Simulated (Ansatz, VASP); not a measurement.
One calculation of Ir2Pt, two programs

```
Ir Pt
1.0
     4.41342    0.00000    0.00000
    -2.20671    3.82213    0.00000
     0.00000    0.00000    5.45225
Ir Pt
4 2
Direct
  0.33333 0.66667 0.25000
  0.33333 0.66667 0.75000
  0.66667 0.33333 0.25000
  0.66667 0.33333 0.75000
  0.00000 0.00000 0.00000
  0.00000 0.00000 0.50000
```

Alike in both runs: task single point; functional PBE; k mesh 6 × 6 × 4; occupations gaussian, width 0.2 eV; no spin polarisation.

```csv
,VASP,Ansatz
version,VASP 6.6.1,Ansatz 0.2.0
potentials or method,"VASP PAW PBE potentials, release 64 (Ir, Pt), cutoff 500 eV","scalar-relativistic, plane waves, PAW"
valence electrons in the cell,56,104
```

Ansatz gave:

- gap on the k mesh at the Fermi level (eV): none
- pressure (GPa): 0.0
- traceless stress, the component that is largest in VASP (GPa): 0.30

Q: Estimate VASP's values.

A: gap on the k mesh at the Fermi level (eV): none; pressure (GPa): 0.0; traceless stress, the component that is largest in VASP (GPa): 0.14.

A gap of «none» marks a metal or a gap that the smearing closes. VASP's potentials hold 56 valence electrons a cell and Ansatz's 104, so a difference there can come from the potentials and not from the codes.

Spin-orbit coupling is off throughout.
